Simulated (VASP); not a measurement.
# MnSb (P6_3/mmc) in VASP: notebook

Runs on MnSb. Level: LDA. Tasks: single point.

All numbers are computed with VASP 6.6.1; they aren't measurements. Logs are shortened: lines on timing, memory, paths and dates and some standing lists are left out, and cuts for length are marked.

## Step 1: The cell of the first run

It takes space group P6_3/mmc (No. 194, hexagonal). The conventional cell has a = 4.065 Å, b = 4.065 Å, c = 5.662 Å, α = 90.00°, β = 90.00°, γ = 120.00°. Sb (site symmetry -6m2) has 6 Mn at 2.74 Å and 6 Sb at 3.68 Å within 3.7 Å. Within 3.6 Å of Mn (site symmetry -3m) lie 6 Sb at 2.74 Å and 2 Mn at 2.83 Å.

## Step 2: Single point, LDA, collinear spin, ferromagnetic start

Contents of INCAR:

```
PREC     = Accurate       # precision mode
ENCUT    = 520            # plane-wave cutoff, eV
EDIFF    = 1E-7           # SCF threshold, eV
ISMEAR   = -1             # smearing method
SIGMA    = 0.05           # smearing width, eV
LREAL    = F              # projectors in reciprocal space
LASPH    = T              # aspherical terms in the spheres
NELM     = 150            # most SCF steps
ALGO     = Normal         # electronic algorithm
ISIF     = 2              # what is computed and relaxed
LWAVE    = F              # write WAVECAR
LCHARG   = F              # write CHGCAR
ISPIN    = 2              # spin polarisation
MAGMOM   = 0 0 4 4        # initial moments
LORBIT   = 11             # projections on sites
LMAXMIX  = 4              # l up to which the mixer works
NBANDS   = 30             # bands
```

Contents of KPOINTS:

```
regular mesh
0
Gamma
  7 7 5
```

Contents of POSCAR:

```
MnSb
1.0
    4.0652823512      0.0000000000      0.0000000000
   -2.0326411756      3.5206377897      0.0000000000
    0.0000000000      0.0000000000      5.6620077084
Sb Mn
2 2
Direct
    0.6666666667      0.3333333333      0.7500000000
    0.3333333333      0.6666666667      0.2500000000
    0.0000000000      0.0000000000      0.5000000000
    0.0000000000      0.0000000000      0.0000000000
```

Potentials or basis: VASP PAW LDA potentials, release 64 (Sb, Mn_pv).

Run with:

```bash
$ cat potpaw_LDA.64/Sb/POTCAR potpaw_LDA.64/Mn_pv/POTCAR > POTCAR
$ mpirun -np 1 vasp_std > vasp.out
```

OUTCAR:

```text
PREC = Accurate
   ENCUT = 520
   EDIFF = 1E-7
   ISMEAR = -1
   LREAL = F
   LASPH = T
   NELM = 150
   ISIF = 2
   ISPIN = 2
   LORBIT = 11

 ion  position               nearest neighbor table
   1  0.667  0.333  0.750-   3 2.74   4 2.74   3 2.74   4 2.74   3 2.74   4 2.74   2 3.68   2 3.68
                             2 3.68   2 3.68   2 3.68   2 3.68
   2  0.333  0.667  0.250-   3 2.74   4 2.74   3 2.74   4 2.74   3 2.74   4 2.74   1 3.68   1 3.68
                             1 3.68   1 3.68   1 3.68   1 3.68
   3  0.000  0.000  0.500-   1 2.74   2 2.74   1 2.74   2 2.74   1 2.74   2 2.74   4 2.83   4 2.83

   4  0.000  0.000  0.000-   1 2.74   2 2.74   1 2.74   2 2.74   1 2.74   2 2.74   3 2.83   3 2.83

  LATTYP: Found a hexagonal cell.
 ALAT       =     4.0652823512
 C/A-ratio  =     1.3927710843

  Lattice vectors:

 A1 = (   4.0652823512,   0.0000000000,   0.0000000000)
 A2 = (  -2.0326411756,   3.5206377897,   0.0000000000)
 A3 = (   0.0000000000,   0.0000000000,   5.6620077084)

Analysis of symmetry for initial positions (statically):
=====================================================================
 Subroutine PRICEL returns:
 Original cell was already a primitive cell.

 Routine SETGRP: Setting up the symmetry group for a
 hexagonal supercell.

 Subroutine GETGRP returns: Found 24 space group operations
 (whereof 12 operations were pure point group operations)
 out of a pool of 24 trial point group operations.

The static configuration has the point symmetry D_3d.
 The point group associated with its full space group is D_6h.

Analysis of symmetry for dynamics (positions and initial velocities):
=====================================================================
 Subroutine PRICEL returns:
 Original cell was already a primitive cell.

 Routine SETGRP: Setting up the symmetry group for a
 hexagonal supercell.

 Subroutine GETGRP returns: Found 24 space group operations
 (whereof 12 operations were pure point group operations)
 out of a pool of 24 trial point group operations.

The dynamic configuration has the point symmetry D_3d.
 The point group associated with its full space group is D_6h.

Analysis of structural, dynamic, and magnetic symmetry:
=====================================================================
 Subroutine PRICEL returns:
 Original cell was already a primitive cell.

 Routine SETGRP: Setting up the symmetry group for a
 hexagonal supercell.

 Subroutine GETGRP returns: Found 24 space group operations
 (whereof 12 operations were pure point group operations)
 out of a pool of 24 trial point group operations.

The overall configuration has the point symmetry D_3d.
 The point group associated with its full space group is D_6h.

 Subroutine INISYM returns: Found 24 space group operations
 (whereof 12 operations are pure point group operations),
 and found     1 'primitive' translations

----------------------------------------------------------------------------------------

                                     Primitive cell

  volume of cell :      81.0368

  direct lattice vectors                    reciprocal lattice vectors
     4.065282351  0.000000000  0.000000000     0.245985374  0.142019722  0.000000000
    -2.032641176  3.520637790  0.000000000     0.000000000  0.284039444  0.000000000
     0.000000000  0.000000000  5.662007708     0.000000000  0.000000000  0.176615796

  length of vectors
     4.065282351  4.065282351  5.662007708     0.284039444  0.284039444  0.176615796

  position of ions in fractional coordinates (direct lattice)
     0.666666667  0.333333333  0.750000000
     0.333333333  0.666666667  0.250000000
     0.000000000  0.000000000  0.500000000
     0.000000000  0.000000000  0.000000000

  ion indices of the primitive-cell ions
   primitive index   ion index
                 1           1
                 2           2
                 3           3
                 4           4

----------------------------------------------------------------------------------------

 KPOINTS: regular mesh

Automatic generation of k-mesh.
 Grid dimensions read from file:
 generate k-points for:    7    7    5

 Generating k-lattice:

  Cartesian coordinates                     Fractional coordinates (reciprocal lattice)
     0.035140768  0.020288532  0.000000000     0.142857143  0.000000000  0.000000000
     0.000000000  0.040577063  0.000000000     0.000000000  0.142857143  0.000000000
     0.000000000  0.000000000  0.035323159     0.000000000  0.000000000  0.200000000

  Length of vectors
     0.040577063  0.040577063  0.035323159

  Shift w.r.t. Gamma in fractional coordinates (k-lattice)
     0.000000000  0.000000000  0.000000000

 Subroutine IBZKPT returns following result:
 ===========================================

 Found     24 irreducible k-points:

 Following reciprocal coordinates:
            Coordinates               Weight
  0.000000  0.000000  0.000000      1.000000
  0.142857  0.000000  0.000000      6.000000
  0.285714 -0.000000  0.000000      6.000000
  0.428571  0.000000  0.000000      6.000000
  0.142857  0.142857  0.000000      6.000000
  0.285714  0.142857  0.000000     12.000000
[... 16 lines left out ...]
  0.428571  0.142857  0.400000     12.000000
  0.285714  0.285714  0.400000     12.000000
   k-points           NKPTS =     24   k-points in BZ     NKDIM =     24   number of bands    NBANDS=     30
   number of dos      NEDOS =    301   number of ions     NIONS =      4
   total plane-waves  NPLWV =  37800
   dimension x,y,z NGX =    30 NGY =   30 NGZ =   42
   dimension x,y,z NGXF=    60 NGYF=   60 NGZF=   84
   ions per type =               2   2
   NGX,Y,Z   is equivalent  to a cutoff of  12.27, 12.27, 12.33 a.u.
   NGXF,Y,Z  is equivalent  to a cutoff of  24.54, 24.54, 24.66 a.u.
 SYSTEM =  unknown system
   PREC   = accura    normal or accurate (medium, high low for compatibility)
   ISTART =      0    job   : 0-new  1-cont  2-samecut
   ICHARG =      2    charge: 1-file 2-atom 10-const
   ISPIN  =      2    spin polarized calculation?
   LNONCOLLINEAR =      F non collinear calculations
   LSORBIT =      F    spin-orbit coupling
   LASPH  =      T    aspherical Exc in radial PAW
   ENCUT  =  520.0 eV  38.22 Ry    6.18 a.u.   7.56  7.56 10.53*2*pi/ulx,y,z
   NELM   =    150;   NELMIN=  2; NELMDL= -5     # of ELM steps
   EDIFF  = 0.1E-06   stopping-criterion for ELM
   LREAL  =      F    real-space projection
   EDIFFG = 0.1E-05   stopping-criterion for IOM
   NSW    =      0    number of steps for IOM
   IBRION =     -1    ionic relax: 0-MD 1-quasi-New 2-CG
   NFREE  =      0    steps in history (QN), initial steepest desc. (CG)
   ISIF   =      2    stress and relaxation
   ISYM   =      2    0-nonsym 1-usesym 2-fastsym
   POTIM  = 0.5000    time-step for ionic-motion
   TEBEG  =    0.0;   TEEND  =   0.0 temperature during run
   PSTRESS=    0.0 pullay stress
   NELECT =      36.0000    total number of electrons
   NUPDOWN=      -1.0000    fix difference up-down
   EMIN   =  10.00;   EMAX   =-10.00  energy-range for DOS
   EFERMI =   0.00;   METHOD = LEGACY
   ISMEAR =    -1;   SIGMA  =   0.05  broadening in eV -4-tet -1-fermi 0-gaus
   EFERMI_NEDOS =   21; number of points for ismear=-14 and -15
   IALGO  =     38    algorithm
   IMIX   =      4    mixing-type and parameters
     AMIX     =   0.40;   BMIX     =  1.00
     AMIX_MAG =   1.60;   BMIX_MAG =  1.00
  volume/ion in A,a.u.               =      20.26       136.72
  Fermi-wavevector in a.u.,A,eV,Ry     =   1.249151  2.360552 21.230223  1.560377
  Thomas-Fermi vector in A             =   2.383204
   LORBIT       =     11    0 simple, 1 ext, 2 COOP (PROOUT), +10 PAW based schemes
   GGA     = CA    functional components
   LHFCALC =     F    Hartree Fock is set to
   AEXX    =    0.0000 exact exchange contribution
   IVDW    =     0    specifies the selected vdW correction
   LEPSILON=     F    determine dielectric tensor
   LRPA    =     F    only Hartree local field effects (RPA)
 spin polarized calculation
  energy-cutoff  :      520.00
  volume of cell :       81.04
 maximum number of plane-waves:      2201
 NGX is ok and might be reduce to    30
   NGX = 15   NGY = 15   NGZ = 21

 number of electron      36.0000036 magnetization       5.8808107

 Free energy of the ion-electron system (eV)
  ---------------------------------------------------
  ext. energy  EPLUGINS =         0.00000000
  ---------------------------------------------------
  free energy    TOTEN  =       -29.07722129 eV

  energy without entropy =      -29.04977091  energy(sigma->0) =      -29.06349610

 E-fermi :   8.1406     XC(G=0): -11.1381

 val. band max:        8.1405451753   @ k =   0.2857   0.2857   0.4000
 cond. band min:       8.1578489910   @ k =   0.4286   0.1429   0.0000
 fundamental gap:      0.0173038157
 Fermi energy:         8.1405614153

 spin component 1

 k-point     1 :       0.0000    0.0000    0.0000
  band No.  band energies     occupation
      1     -40.9126      1.00000
      2     -40.9126      1.00000
      3     -40.9024      1.00000
      4     -40.9024      1.00000
      5     -40.6935      1.00000
      6     -40.5878      1.00000
[... 781 lines left out ...]
     29      15.9035      0.00000
     30      16.2436      0.00000
 Fermi energy:         8.1405614153

 spin component 2

 k-point     1 :       0.0000    0.0000    0.0000
  band No.  band energies     occupation
      1     -38.0117      1.00000
      2     -38.0117      1.00000
      3     -37.9996      1.00000
      4     -37.9996      1.00000
      5     -37.9417      1.00000
      6     -37.8206      1.00000
[... 781 lines left out ...]
     29      16.2820      0.00000
     30      16.6646      0.00000

------------------------ aborting loop because EDIFF is reached ----------------------------------------

  FORCE on cell =-STRESS in cart. coord.  units (eV):
  Direction    XX          YY          ZZ          XY          YZ          ZX
  --------------------------------------------------------------------------------------
  -------------------------------------------------------------------------------------
  Total       -4.5251844     -4.5251844     -5.1896781     -0.0000000      0.0000000      0.0000000
  in kB      -89.4673042    -89.4673042   -102.6049915     -0.0000000      0.0000000      0.0000000
  external PRESSURE =     -93.8465333 kB  Pullay stress =       0.0000000 kB

 VOLUME and BASIS-vectors are now :
 -----------------------------------------------------------------------------
  energy-cutoff  :      520.00
  volume of cell :       81.04
      direct lattice vectors                 reciprocal lattice vectors
     4.065282351  0.000000000  0.000000000     0.245985374  0.142019722  0.000000000
    -2.032641176  3.520637790  0.000000000     0.000000000  0.284039444  0.000000000
     0.000000000  0.000000000  5.662007708     0.000000000  0.000000000  0.176615796

 POSITION                                       TOTAL-FORCE (eV/Angst)
 -----------------------------------------------------------------------------------
      2.03264      1.17355      4.24651         0.000000     -0.000000      0.000000
     -0.00000      2.34709      1.41550        -0.000000      0.000000      0.000000
      0.00000      0.00000      2.83100         0.000000      0.000000      0.000000
      0.00000      0.00000      0.00000         0.000000      0.000000      0.000000
 -----------------------------------------------------------------------------------
    total drift:                               -0.000000      0.000000      0.000000

  FREE ENERGIE OF THE ION-ELECTRON SYSTEM (eV)
  ---------------------------------------------------
  free  energy   TOTEN  =       -29.0772212902 eV

  energy  without entropy=      -29.0497709122  energy(sigma->0) =      -29.06349610

 total charge

# of ion       s       p       d       tot
------------------------------------------
    1        1.137   1.286   0.054   2.477
    2        1.137   1.286   0.054   2.477
    3        0.284   6.225   5.114  11.623
    4        0.284   6.225   5.114  11.623
--------------------------------------------------
tot          2.843  15.022  10.336  28.201

 magnetization (x)

# of ion       s       p       d       tot
------------------------------------------
    1        0.001  -0.107   0.006  -0.101
    2        0.001  -0.107   0.006  -0.101
    3        0.025   0.020   2.902   2.948
    4        0.025   0.020   2.902   2.948
--------------------------------------------------
tot          0.052  -0.175   5.817   5.694
```

Run time: 59 s. Hardware: 1 thread of Intel Xeon 6975P-C (Granite Rapids), shared host; peak memory 0.22 GiB.

Results:

```
Free energy                                           : -29.0772 eV
Pressure                                              : -9.4 GPa
Net moment                                            : 5.88 μB per cell
Site moments                                          : Sb -0.10; Mn +2.95 μB
Valence electrons inside the program's atomic spheres : Sb 2.48; Mn 11.62
```

Stress tensor (GPa, compression positive):
```
 -8.95   0.00   0.00
  0.00  -8.95   0.00
  0.00   0.00 -10.26
```

Caveat: the cell stands under tension; spin-orbit coupling is left out, which moves the levels of the heavy elements; only a ferromagnetic start was run, and an antiferromagnetic order may lie lower in energy.

## Step 3: Single point, LDA, collinear spin, ferromagnetic start

This run uses another cell than the first one, of 20.69 Å³/atom.

INCAR: that of step 2 with these lines changed.

```diff
@@ -5,4 +5,4 @@
 SIGMA    = 0.05           # smearing width, eV
-LREAL    = F              # projectors in reciprocal space
-LASPH    = T              # aspherical terms in the spheres
+LREAL    = False          # projectors in reciprocal space
+LASPH    = True           # aspherical terms in the spheres
 NELM     = 150            # most SCF steps
@@ -10,4 +10,4 @@
 ISIF     = 2              # what is computed and relaxed
-LWAVE    = F              # write WAVECAR
-LCHARG   = F              # write CHGCAR
+LWAVE    = False          # write WAVECAR
+LCHARG   = False          # write CHGCAR
 ISPIN    = 2              # spin polarisation
```

Contents of KPOINTS:

```
Automatic mesh
0
Gamma
  7 7 5
```

Contents of POSCAR:

```
MnSb
1.0
    4.0939120434      0.0000000000      0.0000000000
   -2.0469560217      3.5454318304      0.0000000000
    0.0000000000      0.0000000000      5.7018823159
Sb Mn
2 2
Direct
    0.6666666667      0.3333333333      0.7500000000
    0.3333333333      0.6666666667      0.2500000000
    0.0000000000      0.0000000000      0.5000000000
    0.0000000000      0.0000000000      0.0000000000
```

Potentials or basis: VASP PAW LDA potentials, release 64 (Sb, Mn_pv).

Run with:

```bash
$ cat potpaw_LDA.64/Sb/POTCAR potpaw_LDA.64/Mn_pv/POTCAR > POTCAR
$ mpirun -np 1 vasp_std > vasp.out
```

Run time: 49 s. Hardware: 1 thread of Intel Xeon 6975P-C (Granite Rapids), shared host; peak memory 0.22 GiB.

The run converged. Its results:

```yaml
Free_energy: -28.9737 eV
Pressure: -9.9 GPa
Net_moment: 6.09 μB per cell
Site_moments: Sb -0.10; Mn +3.05 μB
Valence_electrons_inside_the_program's_atomic_spheres: Sb 2.47; Mn 11.60
```

Stress tensor (GPa, compression positive):
```
 -9.52   0.00   0.00
  0.00  -9.52   0.00
  0.00   0.00 -10.77
```

Levels at points of the mesh, in eV from the Fermi level:
Spin up:
```
           k point  band 17  band 18  band 19  band 20  band 21  band 22  band 23  band 24  band 25  band 26
(0.00, 0.00, 0.00)    -1.46    -1.46    -0.06     0.58     0.58     2.55     2.55     2.70     3.15     4.85
```
Spin down:
| k point | band 11 | band 12 | band 13 | band 14 | band 15 | band 16 | band 17 | band 18 | band 19 | band 20 |
| --- | --- | --- | --- | --- | --- | --- | --- | --- | --- | --- |
| (0.00, 0.00, 0.00) | -2.54 | -1.04 | -0.30 | -0.30 | 0.08 | 0.08 | 0.73 | 0.73 | 1.17 | 1.17 |

Caveat: the cell stands under tension; spin-orbit coupling is left out, which moves the levels of the heavy elements; only a ferromagnetic start was run, and an antiferromagnetic order may lie lower in energy.

## Step 4: Single point, LDA, collinear spin, ferromagnetic start

This run uses another cell than the first one, of 21.12 Å³/atom.

Contents of INCAR:

```
PREC     = Accurate       # precision mode
ENCUT    = 520            # plane-wave cutoff, eV
EDIFF    = 1E-6           # SCF threshold, eV
ISMEAR   = -1             # smearing method
SIGMA    = 0.05           # smearing width, eV
LREAL    = F              # projectors in reciprocal space
LASPH    = T              # aspherical terms in the spheres
NELM     = 150            # most SCF steps
ALGO     = Normal         # electronic algorithm
ISIF     = 2              # what is computed and relaxed
LWAVE    = F              # write WAVECAR
LCHARG   = F              # write CHGCAR
ISPIN    = 2              # spin polarisation
MAGMOM   = 0 0 4 4        # initial moments
LORBIT   = 11             # projections on sites
LMAXMIX  = 4              # l up to which the mixer works
GGA      = CA             # functional
NBANDS   = 30             # bands
```

Contents of KPOINTS:

```
regular mesh
0
Gamma
  7 7 5
```

Contents of POSCAR:

```
MnSb
1.0
    4.1221468118      0.0000000000      0.0000000000
   -2.0610734059      3.5698838571      0.0000000000
    0.0000000000      0.0000000000      5.7412068848
Sb Mn
2 2
Direct
    0.6666666667      0.3333333333      0.7500000000
    0.3333333333      0.6666666667      0.2500000000
    0.0000000000      0.0000000000      0.5000000000
    0.0000000000      0.0000000000      0.0000000000
```

Run with:

```bash
$ cat potpaw_LDA.64/Sb/POTCAR potpaw_LDA.64/Mn_pv/POTCAR > POTCAR
$ mpirun -np 1 vasp_std > vasp.out
```

Run time: 54 s. Hardware: 1 thread of Intel Xeon 6975P-C (Granite Rapids), shared host; peak memory 0.24 GiB.

The run converged. Its results:

- Free energy: -28.8639 eV
- Pressure: -10.6 GPa
- Net moment: 6.25 μB per cell
- Site moments: Sb -0.10; Mn +3.13 μB
- Valence electrons inside the program's atomic spheres: Sb 2.46; Mn 11.57

Stress tensor (GPa, compression positive):
```
-10.14   0.00   0.00
  0.00 -10.14   0.00
  0.00   0.00 -11.39
```

Levels at points of the mesh, in eV from the Fermi level:
Spin up:
| k point | band 19 | band 20 | band 21 | band 22 | band 23 | band 24 |
| --- | --- | --- | --- | --- | --- | --- |
| (0.00, 0.00, 0.00) | -0.15 | 0.54 | 0.54 | 2.44 | 2.44 | 2.62 |
Spin down:
```tsv
k point	band 11	band 12	band 13	band 14	band 15	band 16	band 17	band 18	band 19	band 20
(0.00, 0.00, 0.00)	-2.47	-0.98	-0.25	-0.25	0.12	0.12	0.70	0.70	1.18	1.18
```

Caveat: the cell stands under tension; spin-orbit coupling is left out, which moves the levels of the heavy elements; only a ferromagnetic start was run, and an antiferromagnetic order may lie lower in energy.

## Step 5: Overview

| cell | gap on the mesh (eV) | pressure (GPa) | moment (μB) |
| --- | --- | --- | --- |
| a = 4.065, b = 4.065, c = 5.662 Å, angles 90.0, 90.0, 120.0°, 4 atoms | none | -9.4 | 5.88 |
| a = 4.094, b = 4.094, c = 5.702 Å, angles 90.0, 90.0, 120.0°, 4 atoms | none | -9.9 | 6.09 |
| a = 4.122, b = 4.122, c = 5.741 Å, angles 90.0, 90.0, 120.0°, 4 atoms | none | -10.6 | 6.25 |

Alike in all rows: task single point; level LDA; potentials or basis VASP PAW LDA potentials, release 64 (Sb, Mn_pv); spin collinear, ferromagnetic start; k mesh 7 × 7 × 5; cutoff (eV) 520; smearing fermi-dirac 0.05 eV.

Caveats: the cell stands under tension; spin-orbit coupling is left out, which moves the levels of the heavy elements; only a ferromagnetic start was run, and an antiferromagnetic order may lie lower in energy.

Absolute energies hang on the potentials; compare differences alone.
